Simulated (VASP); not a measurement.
Wanted: the native input for a VASP 6.6.1 run.

```
Task                   : single point
Functional             : PBE
Potentials or basis    : VASP PAW PBE potentials, release 64 (Hf_pv, H)
Cutoff                 : 520 eV
k mesh                 : 6 × 6 × 4
Occupations            : gaussian, width 0.1 eV
Spin                   : no spin polarisation
Dipole correction      : no
Further INCAR settings : ALGO = Normal; EDIFF = 1e-06; NBANDS = 20
```

The structure of Hf2H3 lies in POSCAR:

```
Hf2H3
1.0
    4.2656399900      0.0000000000      0.0000000000
   -2.1328199900      3.6941525900      0.0000000000
    0.0000000000      0.0000000000      3.9628391700
Hf H
2 3
Direct
    0.3333333300      0.6666666700      0.0000000000
    0.6666666700      0.3333333300      0.0000000000
    0.0000000000      0.0000000000      0.2659051900
    0.0000000000      0.0000000000      0.7340948100
    0.0000000000      0.0000000000      0.5000000000
```

One way to write it, as run:

INCAR

```
SYSTEM = Hf2H3
PREC     = Accurate       ! precision mode
ENCUT    = 520            ! plane-wave cutoff, eV
EDIFF    = 1E-6           ! SCF threshold, eV
ISMEAR   = 0              ! smearing method
SIGMA    = 0.1            ! smearing width, eV
LREAL    = .False.        ! projectors in reciprocal space
LASPH    = .True.         ! aspherical terms in the spheres
NELM     = 60             ! most SCF steps
ALGO     = Normal         ! electronic algorithm
ISIF     = 2              ! what is computed and relaxed
LWAVE    = .False.        ! write WAVECAR
LCHARG   = .True.         ! write CHGCAR
GGA      = PE             ! functional
LELF     = .True.         ! ELF
LVHAR    = .True.       
NBANDS   = 20             ! bands
```

KPOINTS

```
Automatic mesh
0
Gamma
  6 6 4
  0 0 0
```

Potentials or basis: VASP PAW PBE potentials, release 64 (Hf_pv, H).

Run with:

```bash
$ cat potpaw_PBE.64/Hf_pv/POTCAR potpaw_PBE.64/H/POTCAR > POTCAR
$ mpirun -np 1 vasp_std > vasp.out
```

Results of the run:

The pressure is 14.1 GPa and the largest force is 1.195 eV/Å.

Caveat: the k points lie up to 0.40 Å⁻¹ apart; forces of over 1 eV/Å act on the atoms, so gaps and moduli don't describe the material at rest.

Wall time 32 s on 1 thread of Oxide Virtual Turin-like Processor (shared host), peak memory 0.15 GiB.
